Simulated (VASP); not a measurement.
# Be2Si (I4/mmm) in VASP: relaxation of cell and atoms with PBE

Aim: the relaxation of cell and atoms of Be2Si with PBE.

Everything below comes from runs of VASP 6.6.1. Logs are shortened: lines on timing, memory, paths and dates and some standing lists are left out, and cuts for length are marked.

### Step 1. The cell of the first run

Symmetry: I4/mmm, No. 139, tetragonal system. Conventional cell: a = 3.750 Å, b = 3.750 Å, c = 5.243 Å, α = 90.00°, β = 90.00°, γ = 90.00°. Be (site symmetry -4m2) has 4 Si at 2.29 Å and 6 Be at 2.62 to 2.65 Å within 3.0 Å. Si (site symmetry 4/mmm) has 8 Be at 2.29 Å within 3.0 Å.

### Step 2. Relaxation of cell and atoms, PBE

File INCAR:

```
SYSTEM = Be2Si
PREC = Accurate
ENCUT = 600
EDIFF = 1E-6
ISMEAR = 0
SIGMA = 0.1
LREAL = .False.
LASPH = .True.
NELM = 80
ALGO = Fast
ISIF = 3
LWAVE = .False.
LCHARG = .False.
GGA = PE
IBRION = 2
NSW = 100
EDIFFG = -0.01
```

File KPOINTS:

```
regular mesh
0
Gamma
  18 18 18
  0 0 0
```

File POSCAR:

```
Be2Si
1.0
   -1.8749308422      1.8749308422      2.6213478879
    1.8749308422     -1.8749308422      2.6213478879
    1.8749308422      1.8749308422     -2.6213478879
Be Si
2 1
Direct
    0.7500000000      0.2500000000      0.5000000000
    0.2500000000      0.7500000000      0.5000000000
    0.0000000000      0.0000000000      0.0000000000
```

Potentials or basis: VASP PAW PBE potentials, release 64 (Be, Si).

The run is started by

```console
cat potpaw_PBE.64/Be/POTCAR potpaw_PBE.64/Si/POTCAR > POTCAR
mpirun -np 1 vasp_std > vasp.out
```

OUTCAR:

```text
SYSTEM = Be2Si
   PREC = Accurate
   ENCUT = 600
   EDIFF = 1E-6
   ISMEAR = 0
   LREAL = .False.
   LASPH = .True.
   NELM = 80
   ISIF = 3
   GGA = PE
   IBRION = 2
   NSW = 100
   EDIFFG = -0.01

 ion  position               nearest neighbor table
   1  0.750  0.250  0.500-   3 2.29   3 2.29   3 2.29   3 2.29
   2  0.250  0.750  0.500-   3 2.29   3 2.29   3 2.29   3 2.29
   3  0.000  0.000  0.000-   1 2.29   2 2.29   1 2.29   2 2.29   1 2.29   2 2.29   1 2.29   2 2.29

  LATTYP: Found a body centered tetragonal cell.
 ALAT       =     3.7498616844
 C/A-ratio  =     1.3981037748

  Lattice vectors:

 A1 = (  -1.8749308422,   1.8749308422,   2.6213478879)
 A2 = (   1.8749308422,  -1.8749308422,   2.6213478879)
 A3 = (   1.8749308422,   1.8749308422,  -2.6213478879)

Analysis of symmetry for initial positions (statically):
=====================================================================
 Subroutine PRICEL returns:
 Original cell was already a primitive cell.

 Routine SETGRP: Setting up the symmetry group for a
 body centered tetragonal supercell.

 Subroutine GETGRP returns: Found 16 space group operations
 (whereof 16 operations were pure point group operations)
 out of a pool of 16 trial point group operations.

The static configuration has the point symmetry D_4h.

Analysis of symmetry for dynamics (positions and initial velocities):
=====================================================================
 Subroutine PRICEL returns:
 Original cell was already a primitive cell.

 Routine SETGRP: Setting up the symmetry group for a
 body centered tetragonal supercell.

 Subroutine GETGRP returns: Found 16 space group operations
 (whereof 16 operations were pure point group operations)
 out of a pool of 16 trial point group operations.

The dynamic configuration has the point symmetry D_4h.

 Subroutine INISYM returns: Found 16 space group operations
 (whereof 16 operations are pure point group operations),
 and found     1 'primitive' translations

----------------------------------------------------------------------------------------

                                     Primitive cell

  volume of cell :      36.8600

  direct lattice vectors                    reciprocal lattice vectors
    -1.874930842  1.874930842  2.621347888     0.000000000  0.266676503  0.190741566
     1.874930842 -1.874930842  2.621347888     0.266676503  0.000000000  0.190741566
[... 97 lines left out ...]
   PSTRESS=    0.0 pullay stress
   NELECT =       8.0000    total number of electrons
   NUPDOWN=      -1.0000    fix difference up-down
   EMIN   =  10.00;   EMAX   =-10.00  energy-range for DOS
   EFERMI =   0.00;   METHOD = LEGACY
   ISMEAR =     0;   SIGMA  =   0.10  broadening in eV -4-tet -1-fermi 0-gaus
   EFERMI_NEDOS =   21; number of points for ismear=-14 and -15
   IALGO  =     68    algorithm
   IMIX   =      4    mixing-type and parameters
     AMIX     =   0.40;   BMIX     =  1.00
     AMIX_MAG =   1.60;   BMIX_MAG =  1.00
  volume/ion in A,a.u.               =      12.29        82.91
  Fermi-wavevector in a.u.,A,eV,Ry     =   0.983829  1.859168 13.169354  0.967920
  Thomas-Fermi vector in A             =   2.115017
   LORBIT       =      0    0 simple, 1 ext, 2 COOP (PROOUT), +10 PAW based schemes
   GGA     = PE    functional components
   LHFCALC =     F    Hartree Fock is set to
   AEXX    =    0.0000 exact exchange contribution
   IVDW    =     0    specifies the selected vdW correction
   LEPSILON=     F    determine dielectric tensor
   LRPA    =     F    only Hartree local field effects (RPA)
 conjugate gradient relaxation of ions
 non-spin polarized calculation
 RMM-DIIS sequential band-by-band and
 Gauss-broadening in eV      SIGMA  =   0.10
  energy-cutoff  :      600.00
  volume of cell :       36.86
 maximum number of plane-waves:      1262
 NGX is ok and might be reduce to    30
   NGX = 15   NGY = 15   NGZ = 15

--------------------------------------- Ionic step        1  -------------------------------------------

 number of electron       8.0000000 magnetization

 Free energy of the ion-electron system (eV)
  ---------------------------------------------------
  ext. energy  EPLUGINS =         0.00000000
  ---------------------------------------------------
  free energy    TOTEN  =       -12.24199121 eV

  energy without entropy =      -12.24023296  energy(sigma->0) =      -12.24111208

------------------------ aborting loop because EDIFF is reached ----------------------------------------

  FORCE on cell =-STRESS in cart. coord.  units (eV):
  Direction    XX          YY          ZZ          XY          YZ          ZX
  --------------------------------------------------------------------------------------
  -------------------------------------------------------------------------------------
  Total       -0.0179131     -0.0179131      0.1100470      0.0000000      0.0000000      0.0000000
  in kB       -0.7786197     -0.7786197      4.7833681      0.0000000      0.0000000      0.0000000
  external PRESSURE =       1.0753762 kB  Pullay stress =       0.0000000 kB
[... 135 lines left out ...]
--------------------------------------- Ionic step        5  -------------------------------------------

 number of electron       8.0000000 magnetization

 Free energy of the ion-electron system (eV)
  ---------------------------------------------------
  ext. energy  EPLUGINS =         0.00000000
  ---------------------------------------------------
  free energy    TOTEN  =       -12.24249864 eV

  energy without entropy =      -12.24069959  energy(sigma->0) =      -12.24159912

 E-fermi :   6.6840     XC(G=0):  -9.9539

 val. band max:        6.6680836631   @ k =  -0.2778  -0.2778   0.2778
 cond. band min:       6.6884657097   @ k =   0.4444   0.4444  -0.0000
 fundamental gap:      0.0203820466
 Fermi energy:         6.6839636052

 k-point     1 :       0.0000    0.0000    0.0000
  band No.  band energies     occupation
      1      -5.3674      2.00000
      2       7.0687      0.00000
      3       7.0687      0.00000
      4       7.0693      0.00000
      5       7.4703      0.00000
      6       7.4710      0.00000
      7       7.4710      0.00000
      8      12.7149      0.00000
[... 243 lines left out ...]
 k-point    24 :      -0.2222    0.0556    0.0000
  band No.  band energies     occupation
      1      -4.7986      2.00000
      2       3.3922      2.00000
      3       5.3793      2.00000
      4       6.1688      2.00000
      5       7.9528      0.00000
      6       9.1945      0.00000
      7       9.2950      0.00000
      8      11.6941      0.00000

 [... further k-points ...]
[... 5 lines left out ...]
  --------------------------------------------------------------------------------------
  -------------------------------------------------------------------------------------
  Total       -0.0011833     -0.0011833     -0.0025015      0.0000000     -0.0000000      0.0000000
  in kB       -0.0513733     -0.0513733     -0.1086037      0.0000000     -0.0000000      0.0000000
  external PRESSURE =      -0.0704501 kB  Pullay stress =       0.0000000 kB
[... 18 lines left out ...]
  FREE ENERGIE OF THE ION-ELECTRON SYSTEM (eV)
  ---------------------------------------------------
  free  energy   TOTEN  =       -12.2424986449 eV

  energy  without entropy=      -12.2406995933  energy(sigma->0) =      -12.24159912

 reached required accuracy - stopping structural energy minimisation
```

OSZICAR:

```text
N       E                     dE             d eps       ncg     rms          rms(c)
DAV:   1     0.537757618324E+01    0.53776E+01   -0.36517E+03  7680   0.887E+02
DAV:   2    -0.120555897270E+02   -0.17433E+02   -0.16973E+02 11760   0.100E+02
[... 27 lines left out ...]
   4 F= -.12242437E+02 E0= -.12241540E+02  d E =-.114785E-03
       N       E                     dE             d eps       ncg     rms          rms(c)
DAV:   1    -0.122425054601E+02   -0.68627E-04   -0.25196E-03 11360   0.314E-01    0.224E-02
RMM:   2    -0.122424993207E+02    0.61394E-05   -0.42451E-05  7680   0.549E-02    0.134E-02
RMM:   3    -0.122424982933E+02    0.10274E-05   -0.14638E-05  7679   0.256E-02    0.341E-03
RMM:   4    -0.122424986449E+02   -0.35163E-06   -0.94146E-07  5116   0.106E-02
   5 F= -.12242499E+02 E0= -.12241599E+02  d E =-.176884E-03
```

CONTCAR:

```text
Be2Si
   1.00000000000000
    -1.8684743034115532    1.8684743034115532    2.6426383789128418
     1.8684743034115532   -1.8684743034115532    2.6426383789128418
     1.8684743034115532    1.8684743034115532   -2.6426383789128418
  Be              Si
     2     1
Direct
     0.7500000000000000    0.2500000000000000    0.5000000000000000
     0.2500000000000000    0.7500000000000000    0.5000000000000000
     0.0000000000000000    0.0000000000000000    0.0000000000000000

  0.00000000E+00  0.00000000E+00  0.00000000E+00
  0.00000000E+00  0.00000000E+00  0.00000000E+00
  0.00000000E+00  0.00000000E+00  0.00000000E+00
```

It took 5.7 min on 1 thread of Oxide Virtual Turin-like, shared host; peak memory 0.29 GiB.

What came out:

```yaml
Free_energy: -12.2425 eV
Relaxed_volume: 12.30 Å³/atom
Relaxed_cell: a = 3.737 Å, b = 3.737 Å, c = 3.737 Å, α = 120.00°, β = 120.00°, γ = 90.00°
Space_group_after_relaxing_to_0.1_Å: Fm-3m (No. 225)
Energy_gained_by_relaxing: 0.2 meV/atom
Ionic_steps: 5
Pressure_after_relaxing: 0.0 GPa
Band_gap_on_the_k_mesh: zero (bands 4 and 5 overlap by 0.76 eV)
```

The path:
```
step  energy change (eV)  largest force (eV/Å)  pressure (GPa)  volume (Å³)
   1              0.0000                0.0000            0.11        36.86
   2             -0.0002                0.0000           -0.01        36.90
   3             -0.0003                0.0000           -0.27        37.00
   4             -0.0004                0.0000           -0.16        36.96
   5             -0.0005                0.0000           -0.01        36.90
```

Final structure:
```xyz
3
Lattice="-1.8685 1.8685 2.6426 1.8685 -1.8685 2.6426 1.8685 1.8685 -2.6426" Properties=species:S:1:pos:R:3 pbc="T T T"
Be    0.0000    1.8685    1.3213
Be    1.8685    0.0000    1.3213
Si    0.0000    0.0000    0.0000
```
